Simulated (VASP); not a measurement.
Write the native input for VASP 6.6.1 that does the following.

```
Task                   : single point
Functional             : PBEsol
Potentials or basis    : VASP PAW PBE potentials, release 64 (Na_pv)
Cutoff                 : 520 eV
k mesh                 : 12 × 12 × 10
Occupations            : gaussian, width 0.15 eV
Spin                   : no spin polarisation
Dipole correction      : no
Further INCAR settings : ALGO = Fast; EDIFF = 1e-07; NBANDS = 14
```

The structure of Na lies in POSCAR:

```
Na
1.0
    0.0000000000     -3.7271439106      0.0000000000
   -3.7271439106      0.0000000000      0.0000000000
    0.0000000000      0.0000000000     -5.2241838134
Na
2
Direct
    0.5000000000      0.5547335989      0.5201562586
    0.0000000000     -0.0547335989     -0.0201562586
```

This cell differs from its parent crystal: atoms displaced along several vibrational modes.

These files were run (other wordings do the same):

INCAR

```
PREC = Accurate
ENCUT = 520
EDIFF = 1E-7
ISMEAR = 0
SIGMA = 0.15
LREAL = False
LASPH = True
NELM = 100
ALGO = Fast
ISIF = 2
LWAVE = False
LCHARG = False
GGA = PS
NBANDS = 14
```

KPOINTS

```
Automatic mesh
0
Gamma
  12 12 10
```

Potentials or basis: VASP PAW PBE potentials, release 64 (Na_pv).

Run with:

```sh
$ cat potpaw_PBE.64/Na_pv/POTCAR > POTCAR
$ mpirun -np 1 vasp_std > vasp.out
```

It gave:

| Quantity | Value |
| --- | --- |
| Pressure | 0.2 GPa |
| Largest force | 0.240 eV/Å |
| Band gap on the k mesh | zero (bands 7 and 8 overlap by 4.64 eV) |

Caveat: the cell differs from its parent crystal (atoms displaced along several vibrational modes); the PAW data sets were made with another functional, which shifts forces and pressure a little.

Run time: 8.6 min on 1 thread of Intel Xeon 8259CL, with other jobs on the host, peak memory 0.42 GiB.
